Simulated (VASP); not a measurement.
Here is a VASP 6.6.1 calculation.

The input INCAR:

```
ALGO     = Normal         # electronic algorithm
EDIFF    = 1E-6           # SCF threshold, eV
ENCUT    = 520            # plane-wave cutoff, eV
GGA      = PE             # functional
ISIF     = 2              # what is computed and relaxed
ISMEAR   = 0              # smearing method
LASPH    = T              # aspherical terms in the spheres
LCHARG   = F              # write CHGCAR
LREAL    = F              # projectors in reciprocal space
LWAVE    = F              # write WAVECAR
NBANDS   = 11             # bands
NELM     = 80             # most SCF steps
PREC     = Accurate       # precision mode
SIGMA    = 0.020999999999999998 # smearing width, eV
```

File KPOINTS:

```
k-points
0
Gamma
  10 10 10
```

Contents of POSCAR:

```
Hf
1.0
   -1.8050000000      1.8050000000      1.8050000000
    1.8050000000     -1.8050000000      1.8050000000
    1.8050000000      1.8050000000     -1.8050000000
Hf
1
Direct
    0.0000000000      0.0000000000      0.0000000000
```

Potentials or basis: VASP PAW PBE potentials, release 64 (Hf_pv).

Run with:

```console
$ cat potpaw_PBE.64/Hf_pv/POTCAR > POTCAR
$ mpirun -np 1 vasp_std > vasp.out
```

(1) What does it give for the pressure?

(2) Predict the band gap on the k mesh.

Answers

(1) -5.3 GPa.

(2) zero (band 5 reaches 5.73 eV, above the bottom of band 6 at 3.54 eV).

Caveat: spin-orbit coupling is left out, which moves the levels of the heavy elements.
